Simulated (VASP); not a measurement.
# KCl: single point with LDA

Crystal: KCl.

```
K Cl
1.0
     3.83920    0.00000    0.00000
     0.00000    3.72402    0.00000
     0.00000    0.00000    3.83920
K Cl
1 1
Direct
  0.00000 0.00000 0.00000
  0.50000 0.50000 0.50000
```

This cell differs from its parent crystal: strain -0.0300 x Voigt [0, 1, 0, 0, 0, 0].

* Program: VASP 6.6.1
* Task: single point
* Functional: LDA
* Potentials or basis: VASP PAW LDA potentials, release 64 (K_sv, Cl)
* Cutoff: 520 eV
* k mesh: 6 × 6 × 6
* Occupations: gaussian, width 0.05 eV
* Spin: no spin polarisation
* Dipole correction: no
* Further INCAR settings: ALGO = Normal; EDIFF = 1e-07; NBANDS = 15

```yaml
Pressure: -2.7 GPa
Band_gap_on_the_k_mesh: 4.39 eV (least direct gap 4.58 eV)
```

Stress tensor (GPa, compression positive):
```
-3.17  0.00  0.00
 0.00 -1.85  0.00
 0.00  0.00 -3.17
```

Levels at points of the mesh, in eV from the valence-band top:
```
           k point  band 4  band 5  band 6  band 7  band 8  band 9  band 10  band 11  band 12  band 13
(0.00, 0.00, 0.00)  -11.35  -11.33   -0.37   -0.37   -0.20    4.39     6.05     6.19    10.31    10.54
(0.50, 0.00, 0.00)  -11.30  -11.17   -2.03   -0.41   -0.21    7.36     7.46     7.94     9.81    10.34
(0.00, 0.50, 0.00)  -11.30  -11.22   -2.04   -0.37   -0.37    7.38     7.57     8.11     9.75    10.15
(0.50, 0.50, 0.00)  -11.58  -11.28   -1.42   -1.34   -0.14    5.76     6.83     8.49     8.59    11.01
(0.50, 0.00, 0.50)  -11.59  -11.27   -1.38   -1.38    0.00    5.67     7.08     8.84     8.84    11.00
(0.50, 0.50, 0.50)  -11.52  -11.52   -1.58   -1.52   -1.52    8.41     8.41     8.51     9.60     9.60
```

It took 24 s on 1 thread of Intel(R) Xeon(R) Platinum 8488C (Sapphire Rapids), with other jobs on the host, peak memory 0.16 GiB.

Caveat: the cell differs from its parent crystal (strain -0.0300 x Voigt [0, 1, 0, 0, 0, 0]). A k mesh can miss the band edges.
